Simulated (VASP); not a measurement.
## Ti3HN3: single point with PBE

Ti3HN3, a slab with vacuum:

```
CELL_PARAMETERS angstrom
3.00286 0.00000 0.00000
-1.50143 2.60055 0.00000
0.00000 0.00000 21.55415
ATOMIC_POSITIONS crystal
N 0.33333 0.66667 0.18558
N 0.00000 0.00000 0.29933
N 0.66667 0.33333 0.41473
Ti 0.66667 0.33333 0.24245
Ti 0.33333 0.66667 0.35751
Ti 0.00000 0.00000 0.46646
H 0.50000 0.33333 0.52495
```

```
Program             : VASP 6.6.1
Task                : single point
Functional          : PBE
Potentials or basis : VASP PAW PBE potentials, release 64 (N, Ti_sv, H)
Cutoff              : 520 eV
k mesh              : 9 × 9 × 1
Occupations         : gaussian, width 0.1 eV
Spin                : no spin polarisation
```

* Largest force: 5.554 eV/Å
* Band gap on the k mesh: zero (bands 26 and 27 overlap by 0.17 eV)

Forces on the atoms (eV/Å):
```
N   -0.018  0.012  4.269
N   -0.019 -0.003  1.361
N    0.103 -0.138 -0.547
Ti  -0.002 -0.004 -5.554
Ti   0.057  0.003 -0.218
Ti  -0.798 -0.382  0.684
H    0.677  0.511  0.005
```

Levels at points of the mesh, in eV from the Fermi level:
| k point | band 24 | band 25 | band 26 | band 27 | band 28 | band 29 |
| --- | --- | --- | --- | --- | --- | --- |
| (0.00, 0.00, 0.00) | -0.35 | -0.34 | 0.17 | 0.18 | 0.34 | 1.28 |

It took 4.5 min on 1 thread of Intel(R) Xeon(R) 6975P-C (Granite Rapids), with other jobs on the host, peak memory 0.41 GiB.
